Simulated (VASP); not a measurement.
Write the native input for VASP 6.6.1 that does the following.

```
Task                   : single point
Functional             : LDA
Potentials or basis    : VASP PAW LDA potentials, release 64 (K_sv, F)
Cutoff                 : 520 eV
k mesh                 : 8 × 8 × 8
Occupations            : gaussian, width 0.05 eV
Spin                   : no spin polarisation
Dipole correction      : no
Further INCAR settings : ALGO = Normal; EDIFF = 1e-06; NBANDS = 15
```

The structure of KF lies in POSCAR:

```
KF
1.0
    0.1399247897      2.6535437667      2.6535437667
    2.6535437667      0.1399247897      2.6535437667
    2.6535437667      2.6535437667      0.1399247897
K F
1 1
Direct
    0.0000000000      0.0000000000      0.0000000000
    0.5000000000      0.5000000000      0.5000000000
```

One way to write it, as run:

INCAR

```
ALGO     = Normal         # electronic algorithm
EDIFF    = 1E-6           # SCF threshold, eV
ENCUT    = 520            # plane-wave cutoff, eV
GGA      = CA             # functional
ISIF     = 2              # what is computed and relaxed
ISMEAR   = 0              # smearing method
LASPH    = T              # aspherical terms in the spheres
LCHARG   = F              # write CHGCAR
LREAL    = F              # projectors in reciprocal space
LWAVE    = F              # write WAVECAR
NBANDS   = 15             # bands
NELM     = 100            # most SCF steps
PREC     = Accurate       # precision mode
SIGMA    = 0.05           # smearing width, eV
```

KPOINTS

```
k-points
0
Gamma
  8 8 8
```

Potentials or basis: VASP PAW LDA potentials, release 64 (K_sv, F).

Command:

```console
$ cat potpaw_LDA.64/K_sv/POTCAR potpaw_LDA.64/F/POTCAR > POTCAR
$ mpirun -np 1 vasp_std > vasp.out
```

It gave:

The pressure is 0.0 GPa and the band gap on the k mesh is 6.29 eV, direct.

It took 67 s on 1 thread of AMD EPYC 7R13, on a shared host, peak memory 0.13 GiB.
